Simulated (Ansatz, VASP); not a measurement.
# Two plane-wave programs on Be2WN3

```
CELL_PARAMETERS angstrom
4.03217 0.00000 0.00000
0.00000 4.03217 0.00000
0.00000 0.00000 5.19584
ATOMIC_POSITIONS crystal
Be 0.50000 0.50000 0.30413
Be 0.50000 0.50000 0.69587
W 0.00000 0.00000 0.00000
N 0.50000 0.50000 0.00000
N 0.50000 0.00000 0.00000
N 0.00000 0.50000 0.00000
```

Alike in both runs: functional PBE; k mesh 3 × 3 × 3; occupations gaussian, width 0.15 eV; no spin polarisation.

Ansatz relaxed the structure, and its values are those at the end. VASP's run is a single point on that final structure, the one shown.

```csv
,VASP,Ansatz
version,VASP 6.6.1,Ansatz 0.2.0
potentials or method,"VASP PAW PBE potentials, release 64 (Be, W_sv, N), cutoff 600 eV","scalar-relativistic, plane waves, PAW"
valence electrons in the cell,33,33
```

VASP gave:

| Property | Result |
| --- | --- |
| gap on the k mesh at the Fermi level (eV) | none |
| pressure (GPa) | 0.1 |
| rms of the force components (eV/Å) | 0.001 |

Problem. Which values does Ansatz return?

Solution. gap on the k mesh at the Fermi level (eV): none; pressure (GPa): 0.0; rms of the force components (eV/Å): 0.008.

A gap of «none» marks a metal or a gap that the smearing closes. The functional is the same, so the differences come from potentials, cutoffs and numerics.

The k mesh is coarse, so the values compare programs but aren't converged. Spin-orbit coupling is off throughout.
